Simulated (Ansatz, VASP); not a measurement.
# One calculation of TiO2, two programs

```
CELL_PARAMETERS angstrom
4.75170 0.00000 0.00000
0.00000 4.75170 0.00000
0.00000 0.00000 3.04290
ATOMIC_POSITIONS crystal
Ti 0.00000 0.00000 0.00000
Ti 0.50000 0.50000 0.50000
O 0.30510 0.30510 0.00000
O 0.19490 0.80510 0.50000
O 0.69490 0.69490 0.00000
O 0.80510 0.19490 0.50000
```

Alike in both runs: task single point; functional PBE; k mesh 6 × 6 × 10; occupations gaussian, width 0.05 eV; no spin polarisation.

|  | VASP | Ansatz |
| --- | --- | --- |
| version | VASP 6.6.1 | Ansatz 0.2.0 |
| potentials or method | VASP PAW PBE potentials, release 64 (Ti_sv, O), cutoff 520 eV | scalar-relativistic, plane waves, PAW |
| valence electrons in the cell | 48 | 48 |

Ansatz gave:

* gap on the k mesh at the Fermi level (eV): 1.68
* least direct gap on the mesh (eV): 1.68
* pressure (GPa): -14.2
* traceless stress, the component that is largest in VASP (GPa): -3.13
* rms of the force components (eV/Å): 0.158

Estimate VASP's values.

gap on the k mesh at the Fermi level (eV): 1.65; least direct gap on the mesh (eV): 1.65; pressure (GPa): -13.7; traceless stress, the component that is largest in VASP (GPa): -2.92; rms of the force components (eV/Å): 0.146.

Atom by atom the forces differ by 0.011 eV/Å (rms over components). With one functional, cell and mesh, what is left measures potentials, basis and numerics.
